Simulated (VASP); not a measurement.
# C (Cmm2) in VASP: notebook, part 2 of 2

VASP 6.6.1.

## (3) Single point, r2SCAN (atom 1 (C) moved +0.013 Å along Cartesian [0 0 1])

The input, POSCAR:

```
C
1.0
    3.5602834153      0.0000000000      0.0000000000
    0.0000000000     -3.5602834153      0.0000000000
    0.0000000000      0.0000000000     -3.5602834153
C
8
Direct
    0.5000000000      0.0000000000     -0.0035109564
    0.0000000000      0.5000000000      0.0000000000
    0.0000000000      0.0000000000      0.5000000000
    0.5000000000      0.5000000000      0.5000000000
    0.7500000000      0.7500000000      0.7500000000
    0.2500000000      0.2500000000      0.7500000000
    0.2500000000      0.7500000000      0.2500000000
    0.7500000000      0.2500000000      0.2500000000
```

The input, INCAR.step1:

```
SYSTEM = C
PREC = Accurate ; ENCUT = 520
ISMEAR = 0 ; SIGMA = 0.05
LREAL = .False. ; LASPH = .True.
NELM = 60 ; NBANDS = 26
GGA = PE ; ALGO = Normal
EDIFF = 1E-4 ; LWAVE = .True.
LCHARG = .False.
```

The input, INCAR.step2:

```
SYSTEM = C
PREC = Accurate ; ENCUT = 520
EDIFF = 1E-6 ; ISMEAR = 0
SIGMA = 0.05 ; LREAL = .False.
LASPH = .True. ; NELM = 60
ALGO = Normal ; ISIF = 2
LWAVE = .False. ; LCHARG = .False.
METAGGA = R2SCAN ; LMIXTAU = .True.
NBANDS = 26 ; ISTART = 1
```

The input, KPOINTS:

```
Automatic mesh
0
Gamma
  6 6 6
  0 0 0
```

Potentials or basis: VASP PAW PBE potentials, release 64 (C).

Command:

```console
$ cat potpaw_PBE.64/C/POTCAR > POTCAR
$ cp INCAR.step1 INCAR
$ mpirun -np 1 vasp_std > vasp.out
$ cp INCAR.step2 INCAR
$ mpirun -np 1 vasp_std > vasp.out
```

OUTCAR:

```text
SYSTEM = C
   PREC = Accurate
   ENCUT = 520
   EDIFF = 1E-6
   ISMEAR = 0
   LREAL = .False.
   LASPH = .True.
   NELM = 60
   ISIF = 2
   METAGGA = R2SCAN
   ISTART = 1

 ion  position               nearest neighbor table
   1  0.500  0.000  0.996-   5 1.53   6 1.53   7 1.55   8 1.55
   2  0.000  0.500  0.000-   5 1.54   6 1.54   7 1.54   8 1.54
   3  0.000  0.000  0.500-   5 1.54   6 1.54   7 1.54   8 1.54
   4  0.500  0.500  0.500-   5 1.54   6 1.54   7 1.54   8 1.54
   5  0.750  0.750  0.750-   1 1.53   2 1.54   3 1.54   4 1.54
   6  0.250  0.250  0.750-   1 1.53   2 1.54   3 1.54   4 1.54
[... 912 lines left out ...]
  Total        0.3173778      0.3173778      0.3129814      0.0320748      0.0000000      0.0000000
  in kB       11.2676520     11.2676520     11.1115686      1.1387315      0.0000000      0.0000000
  external PRESSURE =      11.2156242 kB  Pullay stress =       0.0000000 kB

 VOLUME and BASIS-vectors are now :
 -----------------------------------------------------------------------------
  energy-cutoff  :      520.00
  volume of cell :       45.13
      direct lattice vectors                 reciprocal lattice vectors
     3.560283415  0.000000000  0.000000000     0.280876516  0.000000000  0.000000000
     0.000000000 -3.560283415  0.000000000     0.000000000 -0.280876516  0.000000000
     0.000000000  0.000000000 -3.560283415     0.000000000  0.000000000 -0.280876516

 POSITION                                       TOTAL-FORCE (eV/Angst)
 -----------------------------------------------------------------------------------
      1.78014      0.00000     -3.54778         0.000000      0.000000     -0.579017
      0.00000     -1.78014      0.00000         0.000000      0.000000     -0.078736
      0.00000      0.00000     -1.78014         0.000000      0.000000      0.085976
      1.78014     -1.78014     -1.78014         0.000000      0.000000      0.085976
      2.67021     -2.67021     -2.67021         0.038394      0.038394      0.122917
      0.89007     -0.89007     -2.67021        -0.038394     -0.038394      0.122917
      0.89007     -2.67021     -0.89007         0.035370     -0.035370      0.119983
      2.67021     -0.89007     -0.89007        -0.035370      0.035370      0.119983
 -----------------------------------------------------------------------------------
    total drift:                                0.000000     -0.000000      0.000060

  FREE ENERGIE OF THE ION-ELECTRON SYSTEM (eV)
  ---------------------------------------------------
  free  energy   TOTEN  =       -78.6250191009 eV

  energy  without entropy=      -78.6250191009  energy(sigma->0) =      -78.62501910
```

Run time: 3 min. Hardware: 1 thread of AMD EPYC 9R45 (Zen 5), shared host; peak memory 0.14 GiB.

Results:

| Item | Value |
| --- | --- |
| Free energy | -78.6250 eV |
| Pressure | 1.1 GPa |
| Largest force | 0.579 eV/Å |
| Band gap on the k mesh | 4.30 eV |

Forces in eV/Å, atoms in the order of the input:
```
C    0.000  0.000 -0.579
C    0.000  0.000 -0.079
C    0.000  0.000  0.086
C    0.000  0.000  0.086
C    0.038  0.038  0.123
C   -0.038 -0.038  0.123
C    0.035 -0.035  0.120
C   -0.035  0.035  0.120
```

Caveat: the cell differs from its parent crystal (atom 1 (C) moved +0.013 Å along Cartesian [0 0 1]); the PAW data sets were made with another functional, which shifts forces and pressure a little. A k mesh can miss the band edges.

## (4) Single point, r2SCAN (atom 1 (C) moved +0.037 Å along Cartesian [0 0 1])

Changes to POSCAR since step 3:

```diff
@@ -8,3 +8,3 @@
 Direct
-    0.5000000000      0.0000000000     -0.0035109564
+    0.5000000000      0.0000000000     -0.0105328693
     0.0000000000      0.5000000000      0.0000000000
```

The input, INCAR.step1:

```
SYSTEM = C
ALGO = Normal ; EDIFF = 1E-5
ENCUT = 910 ; GGA = PE
GGA_COMPAT = .False. ; ISMEAR = 0
LASPH = .True. ; LCHARG = .False.
LREAL = .False. ; LWAVE = .True.
NBANDS = 26 ; NELM = 120
PREC = Accurate ; SIGMA = 0.05
```

The input, INCAR.step2:

```
SYSTEM = C
ALGO = Normal ; EDIFF = 1E-6
ENCUT = 910 ; GGA_COMPAT = .False.
ISIF = 2 ; ISMEAR = 0
ISTART = 1 ; LASPH = .True.
LCHARG = .False. ; LMIXTAU = .True.
LREAL = .False. ; LWAVE = .False.
METAGGA = R2SCAN ; NBANDS = 26
NELM = 120 ; PREC = Accurate
SIGMA = 0.05
```

The input, KPOINTS:

```
k-points
0
Gamma
  6 6 6
  0 0 0
```

Potentials or basis: VASP PAW PBE potentials, release 64 (C_h).

Command:

```console
$ cat potpaw_PBE.64/C_h/POTCAR > POTCAR
$ cp INCAR.step1 INCAR
$ mpirun -np 1 vasp_std > vasp.out
$ cp INCAR.step2 INCAR
$ mpirun -np 1 vasp_std > vasp.out
```

Wall time 2.4 min (1 thread of Intel Xeon 6975P-C (Granite Rapids), shared host); peak memory 0.26 GiB.

Results (log left out):

```yaml
Free_energy: -78.8455 eV
Pressure: -0.7 GPa
Largest_force: 1.725 eV/Å
Band_gap_on_the_k_mesh: 4.23 eV
```

Forces on the atoms (eV/Å):
```
C    0.000  0.000 -1.725
C    0.000  0.000 -0.237
C    0.000  0.000  0.258
C    0.000  0.000  0.258
C    0.119  0.119  0.375
C   -0.119 -0.119  0.375
C    0.092 -0.092  0.348
C   -0.092  0.092  0.348
```

Stress tensor (GPa, compression positive):
```
-0.68  0.28  0.00
 0.28 -0.68  0.00
 0.00  0.00 -0.81
```

Levels at points of the mesh, in eV from the valence-band top:
```
           k point  band 14  band 15  band 16  band 17  band 18  band 19
(0.00, 0.00, 0.00)    -0.31    -0.15     0.00     4.71     4.78     4.88
(0.50, 0.00, 0.00)    -4.53    -4.52    -4.47     4.52     4.53    10.59
(0.00, 0.00, 0.50)    -4.59    -4.47    -4.35     4.49     4.57    10.61
(0.50, 0.50, 0.00)    -3.38    -3.34    -3.17     8.10     8.21     8.22
(0.00, 0.50, 0.50)    -3.36    -3.34    -3.26     8.10     8.15     8.26
(0.50, 0.50, 0.50)    -3.12    -3.05    -2.88     8.44     8.51     8.77
```

Caveat: the cell differs from its parent crystal (atom 1 (C) moved +0.037 Å along Cartesian [0 0 1]); the cutoff is under 1.25 times the usual one of these potentials, so pressure, stress and relaxed cells hold a basis-set (Pulay) error; the PAW data sets were made with another functional, which shifts forces and pressure a little.
